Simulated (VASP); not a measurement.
A run of VASP 6.6.1 is set up as follows.

INCAR

```
  ALGO = Fast
  EDIFF = 1E-6
  ENCUT = 520
  GGA = PS
  ISIF = 2
  ISMEAR = 0
  LASPH = T
  LCHARG = T
  LELF = T
  LREAL = F
  LVHAR = T
  LWAVE = F
  NBANDS = 12
  NELM = 60
  PREC = Accurate
  SIGMA = 0.15
```

File KPOINTS:

```
k-points
0
Gamma
  22 22 22
```

File POSCAR:

```
Ti
1.0
   -1.5567860307      1.6420893749      1.6420893749
    1.6420893749     -1.5567860307      1.6420893749
    1.6420893749      1.6420893749     -1.5567860307
Ti
1
Direct
    0.0000000000      0.0000000000      0.0000000000
```

Potentials or basis: VASP PAW PBE potentials, release 64 (Ti_sv).

Run with:

```console
$ cat potpaw_PBE.64/Ti_sv/POTCAR > POTCAR
$ mpirun -np 1 vasp_std > vasp.out
```

(1) Predict the pressure.

(2) Estimate the band gap on the k mesh.

Results:

(1) -6.8 GPa.

(2) zero (band 6 reaches 8.59 eV, above the bottom of band 7 at 7.19 eV).

Caveat: the PAW data sets were made with another functional, which shifts forces and pressure a little.
